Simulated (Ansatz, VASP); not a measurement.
Cd2S5: VASP beside Ansatz

```
Cd S
1.0
     3.20672   -2.72012   -0.14880
     3.20672    2.72012   -0.14880
    -0.49546    0.00000   10.30496
Cd S
2 5
Direct
  0.44716 0.05497 0.85539
  0.94503 0.55284 0.14461
  0.11497 0.05443 0.28001
  0.88816 0.33747 0.44127
  0.66253 0.11184 0.55873
  0.94557 0.88503 0.71999
  0.42858 0.57142 0.00000
```

Alike in both runs: functional PBE; k mesh 4 × 4 × 2; occupations gaussian, width 0.2 eV; no spin polarisation.

Ansatz relaxed the structure, and its values are those at the end. VASP's run is a single point on that final structure, the one shown.

|  | VASP | Ansatz |
| --- | --- | --- |
| version | VASP 6.6.1 | Ansatz 0.2.0 |
| potentials or method | VASP PAW PBE potentials, release 64 (Cd_sv_GW, S), cutoff 540 eV | scalar-relativistic, plane waves, PAW |
| valence electrons in the cell | 70 | 70 |

```tsv
	VASP	Ansatz	Ansatz less VASP
gap on the k mesh at the Fermi level (eV)	1.01	1.00	-0.014
least direct gap on the mesh (eV)	1.01	1.00	-0.014
pressure (GPa)	-0.6	0.2	+0.77
rms of the force components (eV/Å)	0.026	0.023	-0.0024
```
